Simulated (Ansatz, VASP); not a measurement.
**One calculation of Hf3Si2F, two programs**

```xyz
6
Lattice="4.4704 0.0000 0.0000 -2.2352 3.8715 0.0000 0.0000 0.0000 6.0009" Properties=species:S:1:pos:R:3 pbc="T T T"
Hf    2.2352    0.0000    3.0005
Hf   -1.1176    1.9358    3.0005
Hf    1.1176    1.9358    3.0005
Si    0.0000    0.0000    1.9874
Si    0.0000    0.0000    4.0135
F     0.0000    0.0000    0.0000
```

Alike in both runs: task single point; functional PBE; k mesh 6 × 6 × 4; occupations gaussian, width 0.1 eV; no spin polarisation.

|  | VASP | Ansatz |
| --- | --- | --- |
| version | VASP 6.6.1 | Ansatz 0.2.0 |
| potentials or method | VASP PAW PBE potentials, release 64 (Hf_pv, Si, F), cutoff 520 eV | scalar-relativistic, plane waves, PAW |
| valence electrons in the cell | 45 | 93 |

VASP gave:

- gap on the k mesh at the Fermi level (eV): none
- rms of the force components (eV/Å): 4.076

Q: What did Ansatz give for the same quantities?

A: gap on the k mesh at the Fermi level (eV): none; rms of the force components (eV/Å): 4.081.

Atom by atom the forces differ by 0.005 eV/Å (rms over components). A gap of «none» marks a metal or a gap that the smearing closes. The functional is the same, so the differences come from potentials, cutoffs and numerics. VASP's potentials hold 45 valence electrons a cell and Ansatz's 93, so a difference there can come from the potentials and not from the codes.

Neither program's run includes spin-orbit coupling.
